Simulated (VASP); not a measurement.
Be3V, 4 atoms in the cell. It takes space group Fm-3m (No. 225, cubic). The conventional cell has a = 5.337 Å, b = 5.337 Å, c = 5.337 Å, α = 90.00°, β = 90.00°, γ = 90.00°. Be (site symmetry -43m) has 10 Be at 2.31 to 2.67 Å and 4 V at 2.31 Å within 3.1 Å. Within 3.1 Å of Be (site symmetry m-3m) lie 8 Be at 2.31 Å and 6 V at 2.67 Å. Within 3.1 Å of V (site symmetry m-3m) lie 14 Be at 2.31 to 2.67 Å. 

- Program: VASP 6.6.1
- Task: single point
- Functional: PBE
- Potentials or basis: VASP PAW PBE potentials, release 64 (Be, V_sv)
- Cutoff: 520 eV
- k mesh: 14 × 14 × 14
- Occupations: gaussian, width 0.1 eV
- Spin: collinear spin, ferromagnetic start
- Starting moments: [0.0, 0.0, 0.0, 3.5] μB
- Dipole correction: no
- Further INCAR settings: ALGO = Normal; EDIFF = 1e-06; NBANDS = 22

Potentials or basis: VASP PAW PBE potentials, release 64 (Be, V_sv).

The run is started by

```bash
$ cat potpaw_PBE.64/Be/POTCAR potpaw_PBE.64/V_sv/POTCAR > POTCAR
$ mpirun -np 1 vasp_std > vasp.out
```

Hardware: 1 thread of Oxide Virtual Turin-like Processor (shared host).

Task: Estimate the wall time of this run.

Result: It took 7 min on 1 thread of Oxide Virtual Turin-like Processor (shared host), peak memory 0.22 GiB. Counts: scf iterations 18, k points 104.
